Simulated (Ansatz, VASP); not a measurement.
**GaSb in VASP and in Ansatz**

Contents of POSCAR:

```
GaSb
1.0
    0.0000000000      3.0590000000      3.0590000000
    3.0590000000      0.0000000000      3.0590000000
    3.0590000000      3.0590000000      0.0000000000
Sb Ga
1 1
Direct
    0.7500000000      0.7500000000      0.7500000000
    0.0000000000      0.0000000000      0.0000000000
```

Contents of INCAR.step1:

```
SYSTEM = GaSb
ALGO     = Normal         ! electronic algorithm
EDIFF    = 1E-4           ! SCF threshold, eV
ENCUT    = 600            ! plane-wave cutoff, eV
GGA      = PE             ! functional
ISMEAR   = -1             ! smearing method
LASPH    = .TRUE.         ! aspherical terms in the spheres
LCHARG   = .FALSE.        ! write CHGCAR
LREAL    = .FALSE.        ! projectors in reciprocal space
LWAVE    = .TRUE.         ! write WAVECAR
NELM     = 100            ! most SCF steps
PREC     = Accurate       ! precision mode
SIGMA    = 0.05           ! smearing width, eV
```

The input INCAR.step2:

```
SYSTEM = GaSb
ALGO     = Normal         ! electronic algorithm
BPARAM   = 11.95        
CPARAM   = 0.0093       
EDIFF    = 1E-6           ! SCF threshold, eV
EDIFFG   = -0.01          ! ionic threshold
ENCUT    = 600            ! plane-wave cutoff, eV
IBRION   = 2              ! ionic algorithm
ISIF     = 3              ! what is computed and relaxed
ISMEAR   = -1             ! smearing method
ISTART   = 1            
IVDW_NL  = 2            
LASPH    = .TRUE.         ! aspherical terms in the spheres
LCHARG   = .FALSE.        ! write CHGCAR
LMIXTAU  = .TRUE.       
LREAL    = .FALSE.        ! projectors in reciprocal space
LUSE_VDW = .TRUE.       
LWAVE    = .FALSE.        ! write WAVECAR
METAGGA  = R2SCAN         ! meta-GGA
NELM     = 100            ! most SCF steps
NSW      = 60             ! ionic steps
PREC     = Accurate       ! precision mode
SIGMA    = 0.05           ! smearing width, eV
```

KPOINTS

```
k-points
0
G
  8 8 8
  0 0 0
```

The input input.yaml:

```yaml
crystal:
  lattice:
    - [0.0, 3.059, 3.059]
    - [3.059, 0.0, 3.059]
    - [3.059, 3.059, 0.0]
  atoms:
    - { symbol: Sb, position: [0.75, 0.75, 0.75] }
    - { symbol: Ga, position: [0.0, 0.0, 0.0] }
hamiltonian:
  xc: r2scan
  pseudopotentials: { kind: paw }
  dispersion: rvv10
kpoints:
  mp_grid: { grid: [8, 8, 8] }
scf:
  occupations: { method: fermi_dirac, width: 0.05 }
output:
  forces: true
  stress: true
relax:
  f_tol: 0.01
  max_steps: 40
  cell: { stress_tol: 0.05 }
```

Alike in both runs: task relaxation of cell and atoms; functional r2SCAN; dispersion rVV10; k mesh 8 × 8 × 8; occupations fermi-dirac, width 0.05 eV; no spin polarisation.

```csv
,VASP,Ansatz
version,VASP 6.6.1,Ansatz 0.2.0
potentials or method,"VASP PAW PBE potentials, release 64 (Sb, Ga_d)",Ansatz PAW
plane-wave cutoff (eV),600,500
valence electrons in the cell,18,28
```

VASP gave:

| Quantity | Value |
| --- | --- |
| relaxed volume (Å³/atom) | 28.51 |
| relaxed cell length with the largest relative difference (Å) | 4.320 |

**Question.** Estimate Ansatz's values.

**Answer.** Relaxed volume (Å³/atom): 28.43; relaxed cell length with the largest relative difference (Å): 4.316.

VASP's potentials were made for PBE, not for r2SCAN. VASP's potentials hold 18 valence electrons a cell and Ansatz's 28, so a difference there can come from the potentials and not from the codes.

Neither program's run includes spin-orbit coupling. Noted on Ansatz's run: the plane-wave basis is chosen anew once the cell has moved, so the energies of steps on either side of that aren't comparable.
